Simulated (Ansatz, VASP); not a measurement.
Si2Mo: VASP beside Ansatz

File INCAR:

```
SYSTEM = Si2Mo
PREC = Accurate
ENCUT = 520
EDIFF = 1E-6
ISMEAR = -1
SIGMA = 0.05
LREAL = .FALSE.
LASPH = .TRUE.
NELM = 100
ALGO = Normal
ISIF = 2
LWAVE = .FALSE.
LCHARG = .TRUE.
GGA = PE
LELF = .TRUE.
LVHAR = .TRUE.
NBANDS = 18
```

Contents of KPOINTS:

```
Automatic mesh
0
G
  10 10 10
  0 0 0
```

File POSCAR:

```
Si2Mo
1.0
   -1.6320000000      1.6320000000      3.9305000000
    1.6320000000     -1.6320000000      3.9305000000
    1.6320000000      1.6320000000     -3.9305000000
Mo Si
1 2
Direct
    0.0000000000      0.0000000000      0.0000000000
    0.6670000000      0.6670000000      0.0000000000
    0.3330000000      0.3330000000      0.0000000000
```

input.yaml

```yaml
crystal:
  lattice:
    - [-1.632, 1.632, 3.9305]
    - [1.632, -1.632, 3.9305]
    - [1.632, 1.632, -3.9305]
  atoms:
    - { symbol: Mo, position: [0.0, 0.0, 0.0] }
    - { symbol: Si, position: [0.667, 0.667, 0.0] }
    - { symbol: Si, position: [0.333, 0.333, 0.0] }
hamiltonian:
  xc: pbe
  pseudopotentials: { kind: paw }
kpoints:
  mp_grid: { grid: [10, 10, 10] }
  band_path:
    path:
      - [[0.0, 0.0, 0.0], [0.5, -0.5, 0.0], [0.5, -0.5, 0.0862014779], [0.293100739, -0.293100739, 0.293100739], [0.0, 0.0, 0.0], [0.5, 0.5, -0.5], [0.706899261, 0.293100739, -0.293100739], [0.5, 0.0, 0.0], [0.75, -0.25, -0.25], [0.9137985221, 0.0862014779, -0.5], [0.5, 0.5, -0.5]]
      - [[0.5, -0.5, 0.0], [0.75, -0.25, -0.25]]
    npoints: 14
scf:
  occupations: { method: fermi_dirac, width: 0.05 }
  n_extra_bands: 7
output:
  forces: true
  stress: true
  eigenvalues: true
  fatbands: false
```

Alike in both runs: functional PBE; k mesh 10 × 10 × 10; occupations fermi-dirac, width 0.05 eV; no spin polarisation.

```csv
,VASP,Ansatz
version,VASP 6.6.1,Ansatz 0.2.0
potentials or method,"VASP PAW PBE potentials, release 64 (Mo_sv, Si)",Ansatz PAW
plane-wave cutoff (eV),520,420
valence electrons in the cell,22,22
task,single point,band structure
```

VASP gave:

- gap on the k mesh at the Fermi level (eV): none
- pressure (GPa): -5.1
- traceless stress, the component that is largest in VASP (GPa): 3.20
- rms of the force components (eV/Å): 0.167

Problem. Which values does Ansatz return?

Solution. gap on the k mesh at the Fermi level (eV): none; pressure (GPa): -5.3; traceless stress, the component that is largest in VASP (GPa): 3.20; rms of the force components (eV/Å): 0.168.

Atom by atom the forces differ by 0.001 eV/Å (rms over components). A gap of «none» marks a metal or a gap that the smearing closes.
